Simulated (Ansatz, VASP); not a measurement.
BaTe: VASP beside Ansatz

The input INCAR:

```
ALGO     = Normal         # electronic algorithm
EDIFF    = 1E-6           # SCF threshold, eV
EDIFFG   = -0.01          # ionic threshold
ENCUT    = 600            # plane-wave cutoff, eV
GGA      = PE             # functional
IBRION   = 2              # ionic algorithm
ISIF     = 3              # what is computed and relaxed
ISMEAR   = 0              # smearing method
LASPH    = True           # aspherical terms in the spheres
LCHARG   = False          # write CHGCAR
LREAL    = False          # projectors in reciprocal space
LWAVE    = False          # write WAVECAR
NELM     = 100            # most SCF steps
NSW      = 100            # ionic steps
PREC     = Accurate       # precision mode
SIGMA    = 0.02           # smearing width, eV
```

Contents of KPOINTS:

```
k-points
0
Gamma
  8 8 8
```

POSCAR

```
BaTe
1.0
    0.0000000000      3.5366499721      3.5366499721
    3.5366499721      0.0000000000      3.5366499721
    3.5366499721      3.5366499721      0.0000000000
Ba Te
1 1
Direct
    0.0000000000      0.0000000000      0.0000000000
    0.5000000000      0.5000000000      0.5000000000
```

Input for Ansatz:

```yaml
crystal:
  lattice:
    - [0.0, 3.5366499721, 3.5366499721]
    - [3.5366499721, 0.0, 3.5366499721]
    - [3.5366499721, 3.5366499721, 0.0]
  atoms:
    - { symbol: Ba, position: [0.0, 0.0, 0.0] }
    - { symbol: Te, position: [0.5, 0.5, 0.5] }
basis:
  ecutwfc: 420
kpoints:
  mp_grid: { grid: [8, 8, 8] }
hamiltonian:
  xc: pbe
scf:
  occupations: { method: gaussian, width: 0.02 }
output:
  forces: true
  stress: true
  eigenvalues: true
  write_density: true
  write_potential: true
  elf: true
  volumetric_format: npy
relax:
  adjacent_minimum: "off"
  f_tol: 0.01
  max_steps: 80
  cell: { stress_tol: 0.05 }
```

Alike in both runs: task relaxation of cell and atoms; functional PBE; k mesh 8 × 8 × 8; occupations gaussian, width 0.02 eV; no spin polarisation.

```csv
,VASP,Ansatz
version,VASP 6.6.1,Ansatz 0.2.0
potentials or method,"VASP PAW PBE potentials, release 64 (Ba_sv, Te), cutoff 600 eV","scalar-relativistic, plane waves, PAW"
valence electrons in the cell,16,26
```

```csv
,VASP,Ansatz,Ansatz less VASP
"gap on the k mesh at the Fermi level, each at its own relaxed structure (eV)",1.60,1.66,+0.055
relaxed volume (Å³/atom),44.58,44.08,-0.495
relaxed cell length with the largest relative difference (Å),5.014,4.996,-0.0186
```

VASP's potentials hold 16 valence electrons a cell and Ansatz's 26, so a difference there can come from the potentials and not from the codes.

Neither program's run includes spin-orbit coupling.
